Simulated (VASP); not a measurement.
# Sr (P6/mmm) in VASP: density of states with PBE

Aim: the density of states of Sr with PBE.

All numbers are computed with VASP 6.6.1; they aren't measurements. Logs are shortened: lines on timing, memory, paths and dates and some standing lists are left out, and cuts for length are marked.

## (1) The cell of the first run

Symmetry: P6/mmm, No. 191, hexagonal system. Conventional cell: a = 5.198 Å, b = 5.198 Å, c = 3.056 Å, α = 90.00°, β = 90.00°, γ = 120.00°. Sr (site symmetry 6/mmm) has 14 Sr at 3.06 to 3.37 Å within 4.0 Å. Within 4.0 Å of Sr (site symmetry -6m2) lie 11 Sr at 3.00 to 3.37 Å.

## (2) Density of states, PBE (volume scaled by 0.43)

Contents of POSCAR:

```
Sr
1.0
    5.1976057658      0.0000000000      0.0000000000
   -2.5988028829      4.5012586320      0.0000000000
    0.0000000000      0.0000000000      3.0562463694
Sr
3
Direct
    0.0000000000      0.0000000000      0.0000000000
    0.3333333333      0.6666666667      0.5000000000
    0.6666666667      0.3333333333      0.5000000000
```

Contents of INCAR.step1:

```
SYSTEM = Sr
ALGO = Normal
EDIFF = 1E-6
ENCUT = 520
GGA = PE
ISIF = 2
ISMEAR = -1
LASPH = .TRUE.
LCHARG = .TRUE.
LREAL = .FALSE.
LWAVE = .FALSE.
NBANDS = 22
NELM = 100
PREC = Accurate
SIGMA = 0.1
```

Contents of KPOINTS.step1:

```
k-points
0
G
  5 5 7
  0 0 0
```

Contents of INCAR.step2:

```
SYSTEM = Sr
ALGO = Normal
EDIFF = 1E-6
ENCUT = 520
GGA = PE
ICHARG = 11
ISIF = 2
ISMEAR = -5
LASPH = .TRUE.
LCHARG = .FALSE.
LORBIT = 10
LREAL = .FALSE.
LWAVE = .FALSE.
NBANDS = 22
NEDOS = 1001
NELM = 100
PREC = Accurate
SIGMA = 0.1
```

Contents of KPOINTS.step2:

```
k-points
0
G
  8 8 11
  0 0 0
```

Potentials or basis: VASP PAW PBE potentials, release 64 (Sr_sv).

Launch:

```sh
$ cat potpaw_PBE.64/Sr_sv/POTCAR > POTCAR
$ cp INCAR.step1 INCAR
$ cp KPOINTS.step1 KPOINTS
$ mpirun -np 1 vasp_std > vasp.out
$ cp INCAR.step2 INCAR
$ cp KPOINTS.step2 KPOINTS
$ mpirun -np 1 vasp_std > vasp.out
```

OUTCAR:

```text
SYSTEM = Sr
   EDIFF = 1E-6
   ENCUT = 520
   GGA = PE
   ICHARG = 11
   ISIF = 2
   ISMEAR = -5
   LASPH = .TRUE.
   LORBIT = 10
   LREAL = .FALSE.
   NELM = 100
   PREC = Accurate

 ion  position               nearest neighbor table
   1  0.000  0.000  0.000-   2 3.37   3 3.37   2 3.37   3 3.37   2 3.37   2 3.37   3 3.37   3 3.37
                             3 3.37   3 3.37   2 3.37   2 3.37
   2  0.333  0.667  0.500-   3 3.00   3 3.00   3 3.00   1 3.37   1 3.37   1 3.37   1 3.37   1 3.37
                             1 3.37   3 4.28   3 4.28   3 4.28   3 4.28   3 4.28   3 4.28
   3  0.667  0.333  0.500-   2 3.00   2 3.00   2 3.00   1 3.37   1 3.37   1 3.37   1 3.37   1 3.37
                             1 3.37   2 4.28   2 4.28   2 4.28   2 4.28   2 4.28   2 4.28

  LATTYP: Found a hexagonal cell.
 ALAT       =     5.1976057658
 C/A-ratio  =     0.5880104239

  Lattice vectors:

 A1 = (   5.1976057658,   0.0000000000,   0.0000000000)
 A2 = (  -2.5988028829,   4.5012586320,   0.0000000000)
 A3 = (   0.0000000000,   0.0000000000,   3.0562463694)

Analysis of symmetry for initial positions (statically):
=====================================================================
 Subroutine PRICEL returns:
 Original cell was already a primitive cell.

 Routine SETGRP: Setting up the symmetry group for a
 hexagonal supercell.

 Subroutine GETGRP returns: Found 24 space group operations
 (whereof 24 operations were pure point group operations)
 out of a pool of 24 trial point group operations.

The static configuration has the point symmetry D_6h.

Analysis of symmetry for dynamics (positions and initial velocities):
=====================================================================
 Subroutine PRICEL returns:
 Original cell was already a primitive cell.

 Routine SETGRP: Setting up the symmetry group for a
 hexagonal supercell.

 Subroutine GETGRP returns: Found 24 space group operations
 (whereof 24 operations were pure point group operations)
 out of a pool of 24 trial point group operations.

The dynamic configuration has the point symmetry D_6h.

 Subroutine INISYM returns: Found 24 space group operations
 (whereof 24 operations are pure point group operations),
 and found     1 'primitive' translations

----------------------------------------------------------------------------------------

                                     Primitive cell

  volume of cell :      71.5032

  direct lattice vectors                    reciprocal lattice vectors
     5.197605766  0.000000000  0.000000000     0.192396277  0.111080042  0.000000000
    -2.598802883  4.501258632  0.000000000     0.000000000  0.222160085  0.000000000
     0.000000000  0.000000000  3.056246369     0.000000000  0.000000000  0.327198753

  length of vectors
     5.197605766  5.197605766  3.056246369     0.222160085  0.222160085  0.327198753

  position of ions in fractional coordinates (direct lattice)
     0.000000000  0.000000000  0.000000000
     0.333333333  0.666666667  0.500000000
     0.666666667  0.333333333  0.500000000

  ion indices of the primitive-cell ions
   primitive index   ion index
                 1           1
                 2           2
                 3           3

----------------------------------------------------------------------------------------

 KPOINTS: k-points

Automatic generation of k-mesh.
 Grid dimensions read from file:
 generate k-points for:    8    8   11

 Generating k-lattice:

  Cartesian coordinates                     Fractional coordinates (reciprocal lattice)
     0.024049535  0.013885005  0.000000000     0.125000000  0.000000000  0.000000000
     0.000000000  0.027770011  0.000000000     0.000000000  0.125000000  0.000000000
     0.000000000  0.000000000  0.029745341     0.000000000  0.000000000  0.090909091

  Length of vectors
     0.027770011  0.027770011  0.029745341

  Shift w.r.t. Gamma in fractional coordinates (k-lattice)
     0.000000000  0.000000000  0.000000000

 TETIRR: Found    716 inequivalent tetrahedra from     4224

 Subroutine IBZKPT returns following result:
 ===========================================

 Found     60 irreducible k-points:

 Following reciprocal coordinates:
            Coordinates               Weight
  0.000000  0.000000  0.000000      1.000000
  0.125000 -0.000000  0.000000      6.000000
  0.250000 -0.000000  0.000000      6.000000
  0.375000 -0.000000  0.000000      6.000000
  0.500000 -0.000000  0.000000      3.000000
  0.125000  0.125000  0.000000      6.000000
[... 16 lines left out ...]
  0.250000 -0.000000  0.181818     12.000000
  0.375000 -0.000000  0.181818     12.000000
 [... further k-points ...]
   k-points           NKPTS =     60   k-points in BZ     NKDIM =     60   number of bands    NBANDS=     22
   number of dos      NEDOS =   1001   number of ions     NIONS =      3
   total plane-waves  NPLWV =  38400
   dimension x,y,z NGX =    40 NGY =   40 NGZ =   24
   dimension x,y,z NGXF=    80 NGYF=   80 NGZF=   48
   ions per type =               3
   NGX,Y,Z   is equivalent  to a cutoff of  12.79, 12.79, 13.05 a.u.
   NGXF,Y,Z  is equivalent  to a cutoff of  25.59, 25.59, 26.11 a.u.
 SYSTEM =  Sr
   PREC   = accura    normal or accurate (medium, high low for compatibility)
   ISTART =      0    job   : 0-new  1-cont  2-samecut
   ICHARG =     11    charge: 1-file 2-atom 10-const
   ISPIN  =      1    spin polarized calculation?
   LNONCOLLINEAR =      F non collinear calculations
   LSORBIT =      F    spin-orbit coupling
   LASPH  =      T    aspherical Exc in radial PAW
   ENCUT  =  520.0 eV  38.22 Ry    6.18 a.u.   9.66  9.66  5.68*2*pi/ulx,y,z
   NELM   =    100;   NELMIN=  2; NELMDL=  0     # of ELM steps
   EDIFF  = 0.1E-05   stopping-criterion for ELM
   LREAL  =      F    real-space projection
   EDIFFG = 0.1E-04   stopping-criterion for IOM
   NSW    =      0    number of steps for IOM
   IBRION =     -1    ionic relax: 0-MD 1-quasi-New 2-CG
   NFREE  =      0    steps in history (QN), initial steepest desc. (CG)
   ISIF   =      2    stress and relaxation
   ISYM   =      2    0-nonsym 1-usesym 2-fastsym
   POTIM  = 0.5000    time-step for ionic-motion
   TEBEG  =    0.0;   TEEND  =   0.0 temperature during run
   PSTRESS=    0.0 pullay stress
   NELECT =      30.0000    total number of electrons
   NUPDOWN=      -1.0000    fix difference up-down
   EMIN   =  10.00;   EMAX   =-10.00  energy-range for DOS
   EFERMI =   0.00;   METHOD = LEGACY
   ISMEAR =    -5;   SIGMA  =   0.10  broadening in eV -4-tet -1-fermi 0-gaus
   EFERMI_NEDOS =   21; number of points for ismear=-14 and -15
   IALGO  =     38    algorithm
   IMIX   =      4    mixing-type and parameters
     AMIX     =   0.40;   BMIX     =  1.00
     AMIX_MAG =   1.60;   BMIX_MAG =  1.00
  volume/ion in A,a.u.               =      23.83       160.84
  Fermi-wavevector in a.u.,A,eV,Ry     =   1.225575  2.316002 20.436427  1.502035
  Thomas-Fermi vector in A             =   2.360608
   LORBIT       =     10    0 simple, 1 ext, 2 COOP (PROOUT), +10 PAW based schemes
   GGA     = PE    functional components
   LHFCALC =     F    Hartree Fock is set to
   AEXX    =    0.0000 exact exchange contribution
   IVDW    =     0    specifies the selected vdW correction
   LEPSILON=     F    determine dielectric tensor
   LRPA    =     F    only Hartree local field effects (RPA)
 non-spin polarized calculation
 Fermi weights with tetrahedron method with Bloechl corrections
  energy-cutoff  :      520.00
  volume of cell :       71.50
 maximum number of plane-waves:      1944
 NGX is ok and might be reduce to    40

 number of electron      30.0000000 magnetization

 Free energy of the ion-electron system (eV)
  ---------------------------------------------------
  ext. energy  EPLUGINS =         0.00000000
  ---------------------------------------------------
  free energy    TOTEN  =         0.75923587 eV

  energy without entropy =        0.75923587  energy(sigma->0) =        0.75923587

 E-fermi :   5.3597     XC(G=0): -10.4456

 val. band max:        5.4469024615   @ k =   0.2500   0.2500   0.3636
 cond. band min:       5.3152629063   @ k =   0.3750  -0.0000   0.2727
 fundamental gap:     -0.1316395551
 Fermi energy:         5.3597032222

 k-point     1 :       0.0000    0.0000    0.0000
  band No.  band energies     occupation
      1     -30.4044      2.00000
      2     -29.8746      2.00000
      3     -29.8037      2.00000
      4     -13.1060      2.00000
      5     -13.1059      2.00000
      6     -12.6215      2.00000
[... 14 lines left out ...]
     21       9.3730      0.00000
     22       9.3730      0.00000

 k-point     2 :       0.1250   -0.0000    0.0000
  band No.  band energies     occupation
      1     -30.3834      2.00000
      2     -29.8907      2.00000
      3     -29.8112      2.00000
      4     -13.2352      2.00000
      5     -13.1743      2.00000
      6     -12.4557      2.00000
[... 14 lines left out ...]
     21       9.0362      0.00000
     22       9.5761      0.00000

 k-point     3 :       0.2500   -0.0000    0.0000
  band No.  band energies     occupation
      1     -30.3247      2.00000
      2     -29.9368      2.00000
      3     -29.8301      2.00000
      4     -13.4238      2.00000
      5     -13.1793      2.00000
      6     -12.1622      2.00000
[... 14 lines left out ...]
     21       8.5121      0.00000
     22       9.7989      0.00000
[... 476 lines left out ...]
 k-point    23 :       0.2500   -0.0000    0.1818
  band No.  band energies     occupation
      1     -30.2395      2.00000
      2     -29.8684      2.00000
      3     -29.7706      2.00000
      4     -13.2737      2.00000
      5     -13.0660      2.00000
      6     -12.2200      2.00000
[... 14 lines left out ...]
     21       8.8324      0.00000
     22       9.2429      0.00000

 k-point    24 :       0.3750   -0.0000    0.1818
  band No.  band energies     occupation
      1     -30.1640      2.00000
      2     -29.9347      2.00000
      3     -29.7851      2.00000
      4     -13.3908      2.00000
      5     -12.9537      2.00000
      6     -12.2893      2.00000
[... 14 lines left out ...]
     21       8.6988      0.00000
     22       9.2916      0.00000

 [... further k-points ...]

------------------------ aborting loop because EDIFF is reached ----------------------------------------

  FORCE on cell =-STRESS in cart. coord.  units (eV):
  Direction    XX          YY          ZZ          XY          YZ          ZX
  --------------------------------------------------------------------------------------
  -------------------------------------------------------------------------------------
  Total       14.6271169     14.6271169     14.2868091      0.0000000     -0.0000000      0.0000000
  in kB      327.7507186    327.7507186    320.1254187      0.0000000     -0.0000000      0.0000000
  external PRESSURE =     325.2089520 kB  Pullay stress =       0.0000000 kB

 VOLUME and BASIS-vectors are now :
 -----------------------------------------------------------------------------
  energy-cutoff  :      520.00
  volume of cell :       71.50
      direct lattice vectors                 reciprocal lattice vectors
     5.197605766  0.000000000  0.000000000     0.192396277  0.111080042  0.000000000
    -2.598802883  4.501258632  0.000000000     0.000000000  0.222160085  0.000000000
     0.000000000  0.000000000  3.056246369     0.000000000  0.000000000  0.327198753

 POSITION                                       TOTAL-FORCE (eV/Angst)
 -----------------------------------------------------------------------------------
      0.00000      0.00000      0.00000        -0.000000      0.000000      0.000000
     -0.00000      3.00084      1.52812         0.000000      0.000000      0.000000
      2.59880      1.50042      1.52812        -0.000000      0.000000     -0.000000
 -----------------------------------------------------------------------------------
    total drift:                                0.000000     -0.000000      0.000000

  FREE ENERGIE OF THE ION-ELECTRON SYSTEM (eV)
  ---------------------------------------------------
  free  energy   TOTEN  =         0.7592358719 eV

  energy  without entropy=        0.7592358719  energy(sigma->0) =        0.75923587

 total charge

# of ion       s       p       d       tot
------------------------------------------
    1        2.115   5.665   0.558   8.338
    2        2.115   5.685   0.549   8.349
    3        2.115   5.685   0.549   8.349
--------------------------------------------------
tot          6.345  17.036   1.655  25.036
```

It took 57 s on 1 thread of Intel Xeon Platinum 8488C (Sapphire Rapids), shared host; peak memory 0.22 GiB.

What came out:

- Valence electrons inside the program's atomic spheres: Sr 8.34, 8.35

Caveat: tetrahedron occupations give inexact forces and stress in metals.
